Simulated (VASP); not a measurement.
# Zr4F (Pm-3m) in VASP: further runs, part 2 of 2

VASP 6.6.1. Earlier steps stand in the parts before.

## (3) Single point, PBE

This run uses another cell than the first one, of 28.00 Å³/atom, 1.893 times its volume.

Input file INCAR:

```
SYSTEM = Zr4F
PREC = Accurate
ENCUT = 520
EDIFF = 1E-6
ISMEAR = 0
SIGMA = 0.1
LREAL = .False.
LASPH = .True.
NELM = 60
ALGO = Normal
ISIF = 2
LWAVE = .False.
LCHARG = .False.
GGA = PE
NBANDS = 36
```

Input file KPOINTS:

```
regular mesh
0
Gamma
  8 8 8
  0 0 0
```

Input file POSCAR:

```
Zr4F
1.0
    5.1925124290      0.0000000000      0.0000000000
    0.0000000000      5.1925124290      0.0000000000
    0.0000000000      0.0000000000      5.1925124290
Zr F
4 1
Direct
    0.5000000000      0.5000000000      0.5000000000
    0.0000000000      0.5000000000      0.5000000000
    0.5000000000      0.0000000000      0.5000000000
    0.5000000000      0.5000000000      0.0000000000
    0.0000000000      0.0000000000      0.0000000000
```

Potentials or basis: VASP PAW PBE potentials, release 64 (Zr_sv, F).

Run with:

```bash
> cat potpaw_PBE.64/Zr_sv/POTCAR potpaw_PBE.64/F/POTCAR > POTCAR
> mpirun -np 1 vasp_std > vasp.out
```

OUTCAR:

```text
SYSTEM = Zr4F
   PREC = Accurate
   ENCUT = 520
   EDIFF = 1E-6
   ISMEAR = 0
   LREAL = .False.
   LASPH = .True.
   NELM = 60
   ISIF = 2
   GGA = PE

 ion  position               nearest neighbor table
   1  0.500  0.500  0.500-   2 2.60   3 2.60   4 2.60   4 2.60   3 2.60   2 2.60
   2  0.000  0.500  0.500-   1 2.60   1 2.60   4 3.67   4 3.67   3 3.67   3 3.67   3 3.67   4 3.67
                             4 3.67   3 3.67
   3  0.500  0.000  0.500-   1 2.60   1 2.60   4 3.67   4 3.67   2 3.67   2 3.67   4 3.67   4 3.67
                             2 3.67   2 3.67
   4  0.500  0.500  0.000-   1 2.60   1 2.60   3 3.67   2 3.67   2 3.67   3 3.67   3 3.67   3 3.67
                             2 3.67   2 3.67
   5  0.000  0.000  0.000-

  LATTYP: Found a simple cubic cell.
 ALAT       =     5.1925124290

  Lattice vectors:

 A1 = (   5.1925124290,   0.0000000000,   0.0000000000)
 A2 = (   0.0000000000,   5.1925124290,   0.0000000000)
 A3 = (   0.0000000000,   0.0000000000,   5.1925124290)

Analysis of symmetry for initial positions (statically):
=====================================================================
 Subroutine PRICEL returns:
 Original cell was already a primitive cell.

 Routine SETGRP: Setting up the symmetry group for a
 simple cubic supercell.

 Subroutine GETGRP returns: Found 48 space group operations
 (whereof 48 operations were pure point group operations)
 out of a pool of 48 trial point group operations.

The static configuration has the point symmetry O_h .

Analysis of symmetry for dynamics (positions and initial velocities):
=====================================================================
 Subroutine PRICEL returns:
 Original cell was already a primitive cell.

 Routine SETGRP: Setting up the symmetry group for a
 simple cubic supercell.

 Subroutine GETGRP returns: Found 48 space group operations
 (whereof 48 operations were pure point group operations)
 out of a pool of 48 trial point group operations.

[... 122 lines left out ...]
   EFERMI_NEDOS =   21; number of points for ismear=-14 and -15
   IALGO  =     38    algorithm
   IMIX   =      4    mixing-type and parameters
     AMIX     =   0.40;   BMIX     =  1.00
     AMIX_MAG =   1.60;   BMIX_MAG =  1.00
  volume/ion in A,a.u.               =      28.00       188.96
  Fermi-wavevector in a.u.,A,eV,Ry     =   1.198997  2.265776 19.559659  1.437594
  Thomas-Fermi vector in A             =   2.334872
   LORBIT       =      0    0 simple, 1 ext, 2 COOP (PROOUT), +10 PAW based schemes
   GGA     = PE    functional components
   LHFCALC =     F    Hartree Fock is set to
   AEXX    =    0.0000 exact exchange contribution
   IVDW    =     0    specifies the selected vdW correction
   LEPSILON=     F    determine dielectric tensor
   LRPA    =     F    only Hartree local field effects (RPA)
 non-spin polarized calculation
 Gauss-broadening in eV      SIGMA  =   0.10
  energy-cutoff  :      520.00
  volume of cell :      140.00
 maximum number of plane-waves:      3840
 NGX is ok and might be reduce to    40
   NGX = 19   NGY = 19   NGZ = 19

 number of electron      55.0000003 magnetization

 Free energy of the ion-electron system (eV)
  ---------------------------------------------------
  ext. energy  EPLUGINS =         0.00000000
  ---------------------------------------------------
  free energy    TOTEN  =       -31.00265922 eV

  energy without entropy =      -30.95520713  energy(sigma->0) =      -30.97893318

 E-fermi :   4.8223     XC(G=0):  -9.2544

 val. band max:        4.8219542022   @ k =   0.3750   0.2500   0.2500
 cond. band min:       4.8518316209   @ k =   0.3750   0.3750   0.3750
 fundamental gap:      0.0298774187
 Fermi energy:         4.8223385925

 k-point     1 :       0.0000    0.0000    0.0000
  band No.  band energies     occupation
      1     -44.7375      2.00000
      2     -44.6533      2.00000
      3     -44.6533      2.00000
      4     -42.4918      2.00000
      5     -23.3606      2.00000
      6     -23.3606      2.00000
[... 925 lines left out ...]
     35       6.7127      0.00000
     36       6.7723      0.00000

 [... further k-points ...]
[... 5 lines left out ...]
  --------------------------------------------------------------------------------------
  -------------------------------------------------------------------------------------
  Total        0.0154096      0.0154096      0.0154096      0.0000000     -0.0000000      0.0000000
  in kB        0.1763475      0.1763475      0.1763475      0.0000000     -0.0000000      0.0000000
  external PRESSURE =       0.1763475 kB  Pullay stress =       0.0000000 kB

 VOLUME and BASIS-vectors are now :
 -----------------------------------------------------------------------------
  energy-cutoff  :      520.00
  volume of cell :      140.00
      direct lattice vectors                 reciprocal lattice vectors
     5.192512429  0.000000000  0.000000000     0.192584999  0.000000000  0.000000000
     0.000000000  5.192512429  0.000000000     0.000000000  0.192584999  0.000000000
     0.000000000  0.000000000  5.192512429     0.000000000  0.000000000  0.192584999

 POSITION                                       TOTAL-FORCE (eV/Angst)
 -----------------------------------------------------------------------------------
      2.59626      2.59626      2.59626         0.000000      0.000000      0.000000
      0.00000      2.59626      2.59626         0.000000      0.000000      0.000000
      2.59626      0.00000      2.59626         0.000000      0.000000      0.000000
      2.59626      2.59626      0.00000         0.000000      0.000000      0.000000
      0.00000      0.00000      0.00000         0.000000      0.000000      0.000000
 -----------------------------------------------------------------------------------
    total drift:                                0.000000      0.000000     -0.000000

  FREE ENERGIE OF THE ION-ELECTRON SYSTEM (eV)
  ---------------------------------------------------
  free  energy   TOTEN  =       -31.0026592200 eV

  energy  without entropy=      -30.9552071334  energy(sigma->0) =      -30.97893318
```

OSZICAR:

```text
N       E                     dE             d eps       ncg     rms          rms(c)
DAV:   1     0.563664139310E+03    0.56366E+03   -0.28149E+04  2552   0.144E+03
DAV:   2     0.138893753227E+02   -0.54977E+03   -0.53750E+03  2860   0.431E+02
DAV:   3    -0.338379208637E+02   -0.47727E+02   -0.46751E+02  4144   0.928E+01
DAV:   4    -0.372147999943E+02   -0.33769E+01   -0.33492E+01  3700   0.228E+01
DAV:   5    -0.373832862425E+02   -0.16849E+00   -0.16832E+00  3712   0.395E+00    0.260E+01
DAV:   6    -0.321502711545E+02    0.52330E+01   -0.67312E+01  3020   0.343E+01    0.181E+01
DAV:   7    -0.311627433808E+02    0.98753E+00   -0.69867E+00  3400   0.114E+01    0.925E+00
DAV:   8    -0.312202599963E+02   -0.57517E-01   -0.26663E+00  3668   0.781E+00    0.438E+00
DAV:   9    -0.310096911285E+02    0.21057E+00   -0.12158E+00  3116   0.451E+00    0.130E+00
DAV:  10    -0.310015643194E+02    0.81268E-02   -0.25671E-01  3672   0.212E+00    0.554E-01
DAV:  11    -0.310026419948E+02   -0.10777E-02   -0.17648E-02  3240   0.831E-01    0.188E-01
DAV:  12    -0.310026184950E+02    0.23500E-04   -0.23586E-03  3764   0.247E-01    0.643E-02
DAV:  13    -0.310026629556E+02   -0.44461E-04   -0.65469E-04  3928   0.126E-01    0.587E-02
DAV:  14    -0.310026610490E+02    0.19066E-05   -0.20108E-04  3272   0.731E-02    0.134E-02
DAV:  15    -0.310026602043E+02    0.84473E-06   -0.15277E-05  3120   0.219E-02    0.867E-03
DAV:  16    -0.310026592200E+02    0.98429E-06   -0.16698E-06  1984   0.693E-03
   1 F= -.31002659E+02 E0= -.30978933E+02  d E =-.474521E-01
```

Wall time 2.9 min (1 thread of Intel Xeon Platinum 8375C at 2.90GHz (Ice Lake), shared host); peak memory 0.31 GiB.

What came out:

* Free energy: -31.0027 eV
* Pressure: 0.0 GPa

Caveat: an odd number of electrons without spin polarisation forces a metal; a magnetic or distorted state may lie lower.
